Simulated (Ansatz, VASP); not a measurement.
**Two plane-wave programs on TePb**

```
Pb Te
1.0
     0.00000    3.36587    3.36587
     3.36587    0.00000    3.36587
     3.36587    3.36587    0.00000
Pb Te
1 1
Cartesian
  0.0000 0.0000 0.0000
  3.3659 3.3659 3.3659
```

Change from the starting cell: hydrostatic strain +3.0%.

Alike in both runs: task single point; functional r2SCAN; k mesh 8 × 8 × 8; occupations fermi-dirac, width 0.02 eV; non-collinear spin, spin-orbit coupling.

|  | VASP | Ansatz |
| --- | --- | --- |
| version | VASP 6.6.1 | Ansatz 0.2.0 |
| potentials or method | VASP PAW PBE potentials, release 64 (Pb_d, Te) | plane waves, PAW |
| plane-wave cutoff (eV) | 520 | 500 |
| valence electrons in the cell | 20 | 30 |

|  | VASP | Ansatz | Ansatz less VASP |
| --- | --- | --- | --- |
| pressure (GPa) | -3.1 | -3.1 | -0.03 |
| net moment per atom (μB) | 0.00 | 0.00 | 0.000 |

VASP's potentials were made for PBE, not for r2SCAN. With one functional, cell and mesh, what is left measures potentials, basis and numerics. VASP's potentials hold 20 valence electrons a cell and Ansatz's 30, so a difference there can come from the potentials and not from the codes.
